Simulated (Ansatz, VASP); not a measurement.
# Two plane-wave programs on HfSi2B2

```
Hf Si B
1.0
    -1.74448    1.74448    4.62145
     1.74448   -1.74448    4.62145
     1.74448    1.74448   -4.62145
Hf Si B
1 2 2
Direct
  0.00000 0.00000 0.00000
  0.75000 0.25000 0.50000
  0.25000 0.75000 0.50000
  0.40933 0.40933 0.00000
  0.59067 0.59067 0.00000
```

Change from the starting cell: species swapped into the PrSi2Ag2 type (I4/mmm, No. 139).

Alike in both runs: functional PBE; k mesh 6 × 6 × 6; occupations gaussian, width 0.1 eV; no spin polarisation.

Ansatz relaxed the structure, and its values are those at the end. VASP's run is a single point on that final structure, the one shown.

|  | VASP | Ansatz |
| --- | --- | --- |
| version | VASP 6.6.1 | Ansatz 0.2.0 |
| potentials or method | VASP PAW PBE potentials, release 64 (Hf_pv, Si, B), cutoff 520 eV | scalar-relativistic, plane waves, PAW |
| valence electrons in the cell | 24 | 40 |

VASP gave:

* gap on the k mesh at the Fermi level (eV): none
* pressure (GPa): -0.5

Problem. Which values does Ansatz return?

Solution. gap on the k mesh at the Fermi level (eV): none; pressure (GPa): -0.1.

A gap of «none» marks a metal or a gap that the smearing closes. With one functional, cell and mesh, what is left measures potentials, basis and numerics. VASP's potentials hold 24 valence electrons a cell and Ansatz's 40, so a difference there can come from the potentials and not from the codes.

The k mesh is coarse, so the values compare programs but aren't converged. Spin-orbit coupling is off throughout.
